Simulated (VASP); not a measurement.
Ti2C, 12 atoms in the cell. The structure is cubic, space group Fd-3m (No. 227). Conventional cell: a = 8.625 Å, b = 8.625 Å, c = 8.625 Å, α = 90.00°, β = 90.00°, γ = 90.00°. Ti (site symmetry 3m) has 3 C at 2.11 Å and 12 Ti at 2.90 to 3.20 Å within 3.2 Å. Within 2.8 Å of C (site symmetry -3m) lie 6 Ti at 2.11 Å. 

```yaml
Program: VASP 6.6.1
Task: relaxation of cell and atoms
Functional: LDA
Potentials_or_basis: VASP PAW LDA potentials, release 64 (Ti_sv, C)
Cutoff: 600 eV
k_mesh: 4 × 4 × 4
Occupations: gaussian, width 0.1 eV
Spin: no spin polarisation
Dipole_correction: no
Further_INCAR_settings: ALGO = Normal; EDIFF = 1e-06; IBRION = 2; EDIFFG = -0.05; NSW = 100; ISIF = 3
```

Potentials or basis: VASP PAW LDA potentials, release 64 (Ti_sv, C).

The run is started by

```console
$ cat potpaw_LDA.64/Ti_sv/POTCAR potpaw_LDA.64/C/POTCAR > POTCAR
$ mpirun -np 1 vasp_std > vasp.out
```

Hardware: 1 thread of Intel Xeon 8259CL, on a shared host.

Task: How long does it take, and how much memory?

Result: Wall time 21 min on 1 thread of Intel Xeon 8259CL, on a shared host, peak memory 0.32 GiB. Counts: scf iterations 71, k points 8, ion steps 6.
